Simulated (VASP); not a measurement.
# Be63C31 (a cell with a defect) in VASP: single point with PBEsol

Aim: the single point of Be63C31 (a cell with a defect) with PBEsol.

All numbers are computed with VASP 6.6.1; they aren't measurements. Logs are shortened: lines on timing, memory, paths and dates and some standing lists are left out, and cuts for length are marked.

### 1 The cell of the first run

The cell holds a defect, 94 atoms: a = 8.621 Å, b = 8.621 Å, c = 8.621 Å, α = 90.00°, β = 90.00°, γ = 90.00°.

### 2 Single point, PBEsol, collinear spin

The input, INCAR:

```
SYSTEM = Be63C31
PREC = Accurate ; ENCUT = 520
EDIFF = 1E-6 ; ISMEAR = -1
SIGMA = 0.05 ; LREAL = Auto
LASPH = .True. ; NELM = 200
ALGO = Normal ; ISIF = 2
LWAVE = .False. ; LCHARG = .False.
ISPIN = 2 ; MAGMOM = 0 0 0 0 0 0 0.235 0 0.235 0 0 0 0 0 0 0 0 0.235 0 0 0 0 0 0 0 0 0.235 0 0 0 0.235 0 0 0 0 0.235 0 0 0 0 0.235 0 0.235 0 0.235 0 0 0 0 0.235 0.235 0 0 0.235 0 0.235 0 0 0 0 0 0 0 0 0 0 0 0 0 0.235 0 0 0 0.235 0 0 0 0 0 0 0 0.235 0 0 0 0 0 0 0 0 0 0 0 0.235
LORBIT = 11 ; GGA = PS
NBANDS = 182 ; ISYM = -1
GGA_COMPAT = .False.
```

The input, KPOINTS:

```
explicit points
1
Reciprocal
  0.25000000   0.25000000   0.25000000 1
```

The input, POSCAR:

```
Be63C31
1.0
    8.6212760000      0.0000000000      0.0000000000
    0.0000000000      8.6212760000      0.0000000000
    0.0000000000      0.0000000000      8.6212760000
Be C
63 31
Direct
    0.3754490000      0.1247680000      0.1248530000
    0.3753870000      0.1249080000      0.6258920000
    0.3753750000      0.6258030000      0.1249950000
    0.8744510000      0.1245770000      0.1246850000
    0.8751260000      0.1228480000      0.6243360000
    0.8751160000      0.6242320000      0.1229500000
    0.8651560000      0.6308550000      0.6309540000
    0.1242480000      0.3749540000      0.1244730000
    0.1325280000      0.3678670000      0.6342940000
    0.1261060000      0.8750110000      0.1234570000
    0.1249000000      0.8763120000      0.6210520000
    0.6247380000      0.3743800000      0.1236080000
    0.6221960000      0.3756430000      0.6215660000
    0.6250180000      0.8750240000      0.1258560000
    0.6236310000      0.8738080000      0.6289020000
    0.1242480000      0.1243820000      0.3750550000
    0.1260990000      0.1233460000      0.8751130000
    0.1325460000      0.6341980000      0.3679670000
    0.1249110000      0.6209610000      0.8763970000
    0.6247460000      0.1235070000      0.3744600000
    0.6250110000      0.1257540000      0.8751160000
    0.6221960000      0.6214620000      0.3757430000
    0.6236210000      0.6287900000      0.8738950000
    0.1265050000      0.1246700000      0.1247790000
    0.1253180000      0.1231270000      0.6245250000
    0.1253170000      0.6244340000      0.1232330000
    0.1612160000      0.6362880000      0.6363420000
    0.6247860000      0.1250100000      0.1251010000
    0.6243010000      0.1244710000      0.6258980000
    0.6242760000      0.6258070000      0.1245710000
    0.6022640000      0.6245060000      0.6246000000
    0.3795570000      0.3764430000      0.3765660000
    0.3731740000      0.3747500000      0.8743380000
    0.3731860000      0.8742530000      0.3748460000
    0.3780330000      0.8736810000      0.8737850000
    0.8705100000      0.3701460000      0.3702280000
    0.8741860000      0.3750120000      0.8769780000
    0.8741900000      0.8768710000      0.3751000000
    0.8759550000      0.8745760000      0.8746800000
    0.3752030000      0.3746010000      0.1250670000
    0.3769910000      0.3954570000      0.6256840000
    0.3752140000      0.8744490000      0.1247790000
    0.3752350000      0.8578150000      0.6255320000
    0.8753810000      0.3755660000      0.1242600000
    0.8677250000      0.3679440000      0.6318320000
    0.8742550000      0.8748060000      0.1245970000
    0.8759370000      0.8755180000      0.6243130000
    0.3752190000      0.1249710000      0.3746910000
    0.3752120000      0.1246760000      0.8745370000
    0.3770000000      0.6256010000      0.3955330000
    0.3752240000      0.6254330000      0.8578980000
    0.8753650000      0.1241660000      0.3756680000
    0.8742540000      0.1244940000      0.8749250000
    0.8677240000      0.6317040000      0.3680540000
    0.8759310000      0.6242140000      0.8756180000
    0.1324920000      0.3693860000      0.3694810000
    0.1234570000      0.3739970000      0.8781650000
    0.1234630000      0.8780750000      0.3741110000
    0.1272320000      0.8738150000      0.8739220000
    0.6250790000      0.3738130000      0.3739180000
    0.6238440000      0.3747940000      0.8742970000
    0.6238500000      0.8741880000      0.3749010000
    0.6264120000      0.8764350000      0.8765420000
    0.9999540000      0.0000390000      0.0001540000
    0.9986450000      0.0012840000      0.4992240000
    0.9986510000      0.4991270000      0.0013740000
    0.5007110000      0.0011580000      0.0012550000
    0.5005390000      0.9997900000      0.4997020000
    0.5005150000      0.4996060000      0.9998760000
    0.5060470000      0.4934840000      0.4935800000
    0.2490250000      0.2491040000      0.0013170000
    0.2474390000      0.2525190000      0.5001190000
    0.2493570000      0.7494730000      0.9998290000
    0.2423150000      0.7555910000      0.4928830000
    0.7510640000      0.2500090000      0.0004860000
    0.7536610000      0.2508490000      0.4993910000
    0.7521670000      0.7498070000      0.0008460000
    0.7517640000      0.7478960000      0.4994680000
    0.2490310000      0.0012280000      0.2492000000
    0.2493560000      0.9997220000      0.7495640000
    0.2474320000      0.5000220000      0.2526160000
    0.2423010000      0.4928100000      0.7556420000
    0.7510640000      0.0003880000      0.2501050000
    0.7521710000      0.0007530000      0.7499140000
    0.7536490000      0.4992870000      0.2509310000
    0.7517670000      0.4993650000      0.7480020000
    0.9998460000      0.2523320000      0.2524360000
    0.9987320000      0.2508880000      0.7480160000
    0.9987330000      0.7478990000      0.2509990000
    0.0020440000      0.7463530000      0.7464400000
    0.5006090000      0.2491250000      0.2492220000
    0.5005440000      0.2506390000      0.7498170000
    0.5005380000      0.7497160000      0.2507360000
    0.5059280000      0.7559760000      0.7560760000
```

Potentials or basis: VASP PAW PBE potentials, release 64 (Be, C).

On the command line:

```
> cat potpaw_PBE.64/Be/POTCAR potpaw_PBE.64/C/POTCAR > POTCAR
> mpirun -np 1 vasp_std > vasp.out
```

OUTCAR:

```text
SYSTEM = Be63C31
   PREC = Accurate
   ENCUT = 520
   EDIFF = 1E-6
   ISMEAR = -1
   LREAL = Auto
   LASPH = .True.
   NELM = 200
   ISIF = 2
   ISPIN = 2
   LORBIT = 11
   GGA = PS
   ISYM = -1

 ion  position               nearest neighbor table
   1  0.375  0.125  0.125-  67 1.85  91 1.86  71 1.86  79 1.86  24 2.15  28 2.15  40 2.15  48 2.15
                            49 2.16  42 2.16
   2  0.375  0.125  0.626-  92 1.87  80 1.87  68 1.87  72 1.90  49 2.14  29 2.15  25 2.16  48 2.17
                            43 2.30  41 2.33
   3  0.375  0.626  0.125-  93 1.87  73 1.87  69 1.87  81 1.90  42 2.14  30 2.15  26 2.16  40 2.17
                            51 2.30  50 2.33
   4  0.874  0.125  0.125-  83 1.86  75 1.86  64 1.86  87 1.90  28 2.15  53 2.15  46 2.15  52 2.16
                            44 2.16  24 2.17
   5  0.875  0.123  0.624-  65 1.84  84 1.84  76 1.86  88 1.87  45 2.11  47 2.13  52 2.14  25 2.16
                            53 2.16  29 2.16
   6  0.875  0.624  0.123-  66 1.84  77 1.84  85 1.86  89 1.87  54 2.12  55 2.13  44 2.14  26 2.16
                            46 2.16  30 2.16
   7  0.865  0.631  0.631-  78 1.81  86 1.81  90 1.84  47 2.11  55 2.11  54 2.27  45 2.27  31 2.27
[... 167 lines left out ...]
  93  0.501  0.750  0.251-  62 1.85  30 1.86  14 1.86   3 1.87  22 1.87  42 1.87  34 1.87  50 1.96

  94  0.506  0.756  0.756-  63 1.80  31 1.81  23 1.81  15 1.81  35 1.81  51 1.82  43 1.82

IMPORTANT INFORMATION: All symmetrisations will be switched off!
NOSYMM: (Re-)initialisation of all symmetry stuff for point group C_1.

----------------------------------------------------------------------------------------

                                     Primitive cell

  volume of cell :     640.7884

  direct lattice vectors                    reciprocal lattice vectors
     8.621276000  0.000000000  0.000000000     0.115992111  0.000000000  0.000000000
     0.000000000  8.621276000  0.000000000     0.000000000  0.115992111  0.000000000
     0.000000000  0.000000000  8.621276000     0.000000000  0.000000000  0.115992111

  length of vectors
     8.621276000  8.621276000  8.621276000     0.115992111  0.115992111  0.115992111

  position of ions in fractional coordinates (direct lattice)
     0.375449000  0.124768000  0.124853000
     0.375387000  0.124908000  0.625892000
     0.375375000  0.625803000  0.124995000
     0.874451000  0.124577000  0.124685000
     0.875126000  0.122848000  0.624336000
     0.875116000  0.624232000  0.122950000
[... 86 lines left out ...]
     0.500538000  0.749716000  0.250736000
     0.505928000  0.755976000  0.756076000

  ion indices of the primitive-cell ions
   primitive index   ion index
                 1           1
                 2           2
                 3           3
                 4           4
                 5           5
                 6           6
[... 86 lines left out ...]
                93          93
                94          94

----------------------------------------------------------------------------------------

 KPOINTS: explicit points

Read explicit list of k-points.

 Found      1 k-points:

 Following reciprocal coordinates:
            Coordinates               Weight
  0.250000  0.250000  0.250000      1.000000
   k-points           NKPTS =      1   k-points in BZ     NKDIM =      1   number of bands    NBANDS=    182
[... 37 lines left out ...]
     AMIX_MAG =   1.60;   BMIX_MAG =  1.00
  volume/ion in A,a.u.               =       6.82        46.00
  Fermi-wavevector in a.u.,A,eV,Ry     =   1.196235  2.260557 19.469650  1.430979
  Thomas-Fermi vector in A             =   2.332181
   LORBIT       =     11    0 simple, 1 ext, 2 COOP (PROOUT), +10 PAW based schemes
   GGA     = PS    functional components
   LHFCALC =     F    Hartree Fock is set to
   AEXX    =    0.0000 exact exchange contribution
   IVDW    =     0    specifies the selected vdW correction
   LEPSILON=     F    determine dielectric tensor
   LRPA    =     F    only Hartree local field effects (RPA)
 spin polarized calculation
  energy-cutoff  :      520.00
  volume of cell :      640.79
 maximum number of plane-waves:     17254
 NGX is ok and might be reduce to    64
   NGX = 33   NGY = 33   NGZ = 33

 number of electron     250.0000018 magnetization      -0.0161612

 number of electron     250.0000018 magnetization       0.0000660

 Free energy of the ion-electron system (eV)
  ---------------------------------------------------
  ext. energy  EPLUGINS =         0.00000000
  ---------------------------------------------------
  free energy    TOTEN  =      -572.06769647 eV

  energy without entropy =     -572.06769647  energy(sigma->0) =     -572.06769647

 E-fermi :   8.0859     XC(G=0): -11.4576

 val. band max:        7.0493298621   @ k =   0.2500   0.2500   0.2500
 cond. band min:       9.1130224263   @ k =   0.2500   0.2500   0.2500
 fundamental gap:      2.0636925642
 Fermi energy:         8.0859083577

 spin component 1

 k-point     1 :       0.2500    0.2500    0.2500
  band No.  band energies     occupation
      1      -7.2261      1.00000
      2      -6.6382      1.00000
      3      -6.5944      1.00000
      4      -6.4484      1.00000
      5      -5.9837      1.00000
      6      -5.9529      1.00000
[... 129 lines left out ...]
    136      11.8936      0.00000
    137      11.9511      0.00000
 Fermi energy:         8.0859083577

 spin component 2

 k-point     1 :       0.2500    0.2500    0.2500
  band No.  band energies     occupation
      1      -7.2261      1.00000
      2      -6.6382      1.00000
      3      -6.5944      1.00000
      4      -6.4484      1.00000
      5      -5.9837      1.00000
      6      -5.9529      1.00000
[... 129 lines left out ...]
    136      11.8936      0.00000
    137      11.9511      0.00000
 [bands above 137 left out]

------------------------ aborting loop because EDIFF is reached ----------------------------------------

  FORCE on cell =-STRESS in cart. coord.  units (eV):
  Direction    XX          YY          ZZ          XY          YZ          ZX
  --------------------------------------------------------------------------------------
  -------------------------------------------------------------------------------------
  Total        2.9364638      2.4632705      2.4703305     -1.2867279     -2.0529976     -1.2891225
  in kB        7.3421050      6.1589693      6.1766217     -3.2172341     -5.1331550     -3.2232214
  external PRESSURE =       6.5592320 kB  Pullay stress =       0.0000000 kB

 VOLUME and BASIS-vectors are now :
 -----------------------------------------------------------------------------
  energy-cutoff  :      520.00
  volume of cell :      640.79
      direct lattice vectors                 reciprocal lattice vectors
     8.621276000  0.000000000  0.000000000     0.115992111  0.000000000  0.000000000
     0.000000000  8.621276000  0.000000000     0.000000000  0.115992111  0.000000000
     0.000000000  0.000000000  8.621276000     0.000000000  0.000000000  0.115992111

 POSITION                                       TOTAL-FORCE (eV/Angst)
 -----------------------------------------------------------------------------------
      3.23685      1.07566      1.07639        -0.002108      0.000776      0.001436
      3.23631      1.07687      5.39599        -0.001833      0.004075     -0.000706
      3.23621      5.39522      1.07762        -0.001525     -0.001518      0.004597
      7.53888      1.07401      1.07494         0.002337      0.000336     -0.000119
      7.54470      1.05911      5.38257        -0.009857     -0.002359     -0.002265
      7.54462      5.38168      1.05999        -0.009638     -0.002338     -0.002959
[... 86 lines left out ...]
      4.31528      6.46351      2.16166        -0.004239      0.000241      0.000468
      4.36174      6.51748      6.51834        -0.021071     -0.018402     -0.017240
 -----------------------------------------------------------------------------------
    total drift:                               -0.014420     -0.012815     -0.019952

  FREE ENERGIE OF THE ION-ELECTRON SYSTEM (eV)
  ---------------------------------------------------
  free  energy   TOTEN  =      -572.0676964712 eV

  energy  without entropy=     -572.0676964661  energy(sigma->0) =     -572.06769647

 total charge

# of ion       s       p       d       tot
------------------------------------------
    1        0.434   0.872   0.000   1.306
    2        0.423   0.829   0.000   1.251
    3        0.423   0.829   0.000   1.251
    4        0.429   0.859   0.000   1.288
    5        0.438   0.886   0.000   1.324
    6        0.438   0.886   0.000   1.324
[... 86 lines left out ...]
   93        0.802   1.688   0.000   2.489
   94        0.811   1.724   0.000   2.535
--------------------------------------------------
tot         52.229 106.561   0.000 158.790

 magnetization (x)

# of ion       s       p       d       tot
------------------------------------------
    1        0.000   0.000   0.000   0.000
    2        0.000   0.000   0.000   0.000
    3        0.000  -0.000   0.000  -0.000
    4        0.000  -0.000   0.000  -0.000
    5        0.000   0.000   0.000   0.000
    6        0.000   0.000   0.000   0.000
[... 86 lines left out ...]
   93        0.000   0.000   0.000   0.000
   94       -0.000   0.000   0.000   0.000
--------------------------------------------------
tot          0.000   0.000   0.000   0.000
```

Wall time 6.5 min (1 thread of Intel Xeon 6975P-C (Granite Rapids), shared host); peak memory 0.85 GiB.

Results:

| Item | Value |
| --- | --- |
| Free energy | -572.0677 eV |
| Pressure | 0.7 GPa |
| Largest force | 0.038 eV/Å |
| Band gap on the k mesh | 2.06 eV |
| Net moment | 0.00 μB per cell |
| Valence electrons inside the program's atomic spheres | Be 1.31, 1.25, 1.29, 1.32, 1.30, 1.23, 1.28, 1.22, 1.27, 1.21, 1.36, 1.34 (each value once); C 2.50, 2.52, 2.48, 2.55, 2.49, 2.54 (each value once) |

Forces on the atoms (eV/Å):
```
Be  -0.002  0.001  0.001
Be  -0.002  0.004 -0.001
Be  -0.002 -0.002  0.005
Be   0.002  0.000  0.000
Be  -0.010 -0.002 -0.002
Be  -0.010 -0.002 -0.003
Be   0.008 -0.013 -0.013
Be  -0.004 -0.004 -0.003
Be  -0.025  0.016 -0.023
Be  -0.004  0.000  0.003
Be  -0.023 -0.002  0.006
Be  -0.001  0.003  0.001
Be  -0.003 -0.003  0.004
Be  -0.002  0.000 -0.001
Be   0.002  0.002 -0.008
Be  -0.004 -0.003 -0.005
Be  -0.003  0.003  0.000
Be  -0.026 -0.023  0.015
Be  -0.024  0.004 -0.003
Be  -0.001  0.001  0.005
Be  -0.001 -0.001  0.000
Be  -0.003  0.004 -0.004
Be   0.003 -0.007  0.003
Be  -0.004  0.004  0.003
Be   0.003  0.001  0.000
Be   0.002 -0.001  0.000
Be  -0.008  0.000  0.004
Be   0.004  0.000  0.000
Be   0.005  0.002 -0.003
Be   0.007 -0.004  0.001
Be   0.005 -0.002 -0.001
Be  -0.010 -0.002 -0.005
Be   0.000  0.005  0.004
Be   0.000  0.004  0.005
Be  -0.002  0.007  0.006
Be   0.012  0.014  0.016
Be  -0.003 -0.001  0.000
Be  -0.003  0.000  0.001
Be   0.003 -0.004 -0.004
Be   0.002  0.001  0.002
Be   0.006  0.002 -0.002
Be   0.000 -0.002  0.000
Be   0.013 -0.002 -0.005
Be   0.004 -0.001  0.001
Be   0.013  0.011 -0.015
Be   0.003  0.003  0.003
Be   0.014 -0.001  0.002
Be   0.000  0.001  0.002
Be   0.000  0.001 -0.002
Be   0.006 -0.004  0.002
Be   0.013 -0.005 -0.002
Be   0.005  0.001 -0.001
Be   0.003  0.003  0.002
Be   0.014 -0.012  0.011
Be   0.014  0.002 -0.001
Be  -0.011  0.009  0.009
Be   0.000  0.003  0.005
Be  -0.001  0.006  0.000
Be  -0.003  0.002  0.002
Be   0.009 -0.004 -0.004
Be   0.006  0.001 -0.001
Be   0.006 -0.001  0.001
Be   0.009  0.003  0.002
C    0.007 -0.004 -0.014
C   -0.002  0.001  0.002
C   -0.002  0.002  0.003
C   -0.002  0.002  0.004
C   -0.011 -0.003  0.010
C   -0.009  0.011 -0.004
C   -0.017  0.014  0.015
C    0.001 -0.001  0.006
C    0.012 -0.006  0.004
C    0.009 -0.001 -0.006
C    0.015 -0.028  0.011
C   -0.004  0.001  0.004
C   -0.001 -0.006  0.000
C    0.005  0.002  0.004
C   -0.007  0.003  0.002
C    0.001  0.004  0.001
C    0.009 -0.002  0.000
C    0.013  0.003 -0.004
C    0.016  0.008 -0.025
C   -0.003  0.001  0.002
C    0.006  0.004  0.000
C    0.000  0.001 -0.006
C   -0.006  0.003  0.003
C    0.000  0.001  0.002
C   -0.001 -0.007  0.004
C    0.000  0.006 -0.011
C   -0.001 -0.008 -0.007
C   -0.001  0.002  0.003
C   -0.006 -0.002 -0.002
C   -0.004  0.000  0.000
C   -0.021 -0.018 -0.017
```

Caveat: the PAW data sets were made with another functional, which shifts forces and pressure a little.
